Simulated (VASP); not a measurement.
BaRe:

```
Ba Re
1.0
     3.59101    0.00000    0.00000
     0.00000    3.59101    0.00000
     0.00000    0.00000    3.59101
Ba Re
1 1
Direct
  0.00000 0.00000 0.00000
  0.50000 0.50000 0.50000
```

This cell differs from its parent crystal: volume scaled by 0.980.

Base run:

* Program: VASP 6.6.1
* Functional: PBEsol
* Potentials or basis: VASP PAW PBE potentials, release 64 (Ba_sv, Re)
* Cutoff: 520 eV
* k mesh: 8 × 8 × 8
* Occupations: gaussian, width 0.05 eV
* Spin: no spin polarisation

Its results: pressure 4.2 GPa.

Task: The run is repeated on the same cell with these changes: potentials or basis from VASP PAW PBE potentials, release 64 (Ba_sv, Re) to VASP PAW PBE potentials, release 64 (Ba_sv, Re_sv_GW); cutoff from 520 eV to 500 eV; further incar settings from ALGO = Normal; EDIFF = 1e-06; NBANDS = 16 to ALGO = Normal; EDIFF = 1e-06; NBANDS = 20; valence electrons from 17 to 25. What comes out?

Result: Pressure 3.5 GPa.

Caveats: the PAW data sets were made with another functional, which shifts forces and pressure a little.
